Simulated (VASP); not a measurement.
Wanted: the native input for a VASP 6.6.1 run.

```
Task                   : single point
Functional             : PBE
Potentials or basis    : VASP PAW PBE potentials, release 64 (Hf_pv, N)
Cutoff                 : 520 eV
k mesh                 : 22 × 22 × 22
Occupations            : gaussian, width 0.15 eV
Spin                   : no spin polarisation
Dipole correction      : no
Further INCAR settings : ALGO = Normal; EDIFF = 1e-06; NBANDS = 14
```

The structure of HfN lies in POSCAR:

```
HfN
1.0
    0.0000000000      2.3875913865      2.2170491446
    2.3875913865      0.0000000000      2.2170491446
    2.3875913865      2.3875913865      0.0000000000
Hf N
1 1
Direct
    0.0000000000      0.0000000000      0.0000000000
    0.5000000000      0.5000000000      0.5000000000
```

This cell differs from its parent crystal: strain +0.050 along x and y, -0.025 along z.

One way to write it, as run:

INCAR

```
SYSTEM = HfN
PREC = Accurate
ENCUT = 520
EDIFF = 1E-6
ISMEAR = 0
SIGMA = 0.15
LREAL = .False.
LASPH = .True.
NELM = 80
ALGO = Normal
ISIF = 2
LWAVE = .False.
LCHARG = .False.
GGA = PE
NBANDS = 14
```

KPOINTS

```
Automatic mesh
0
Gamma
  22 22 22
  0 0 0
```

Potentials or basis: VASP PAW PBE potentials, release 64 (Hf_pv, N).

Command:

```sh
$ cat potpaw_PBE.64/Hf_pv/POTCAR potpaw_PBE.64/N/POTCAR > POTCAR
$ mpirun -np 1 vasp_std > vasp.out
```

Results of the run:

```json
{
  "Pressure": "-15.5 GPa",
  "Band gap on the k mesh": "zero (an odd number of electrons rules out a gap without spin polarisation)"
}
```

Caveat: the cell differs from its parent crystal (strain +0.050 along x and y, -0.025 along z); the cell stands under tension; spin-orbit coupling is left out, which moves the levels of the heavy elements.

Run time: 2.1 min on 1 thread of Intel(R) Xeon(R) Platinum 8488C (Sapphire Rapids), with other jobs on the host, peak memory 0.4 GiB.
